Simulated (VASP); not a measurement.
Zr2O, 6 atoms in the cell. Symmetry: P4_2/nnm, No. 134, tetragonal system. Conventional cell: a = 4.872 Å, b = 4.872 Å, c = 4.944 Å, α = 90.00°, β = 90.00°, γ = 90.00°. Within 2.8 Å of Zr (site symmetry 2/m) lie 2 O at 2.12 Å. O (site symmetry -42m) has 4 Zr at 2.12 Å within 2.8 Å.  This cell differs from its parent crystal: strain +0.015 along x and y, +0.030 along z.

```yaml
Program: VASP 6.6.1
Task: single point
Functional: PBEsol
Potentials_or_basis: VASP PAW PBE potentials, release 64 (Zr_sv, O)
Cutoff: 520 eV
k_mesh: 10 × 10 × 10
Occupations: gaussian, width 0.15 eV
Spin: no spin polarisation
Dipole_correction: no
Further_INCAR_settings: ALGO = Normal; EDIFF = 1e-07; NBANDS = 39
```

Potentials or basis: VASP PAW PBE potentials, release 64 (Zr_sv, O).

Run with:

```console
$ cat potpaw_PBE.64/Zr_sv/POTCAR potpaw_PBE.64/O/POTCAR > POTCAR
$ mpirun -np 1 vasp_std > vasp.out
```

Hardware: 1 thread of AMD EPYC 9R45 96-Core Processor (Zen 5), on a shared host.

Question: Estimate the wall time of this run.

Answer: It took 5.7 min on 1 thread of AMD EPYC 9R45 96-Core Processor (Zen 5) (shared host), peak memory 0.48 GiB. Counts: scf iterations 15, k points 126.
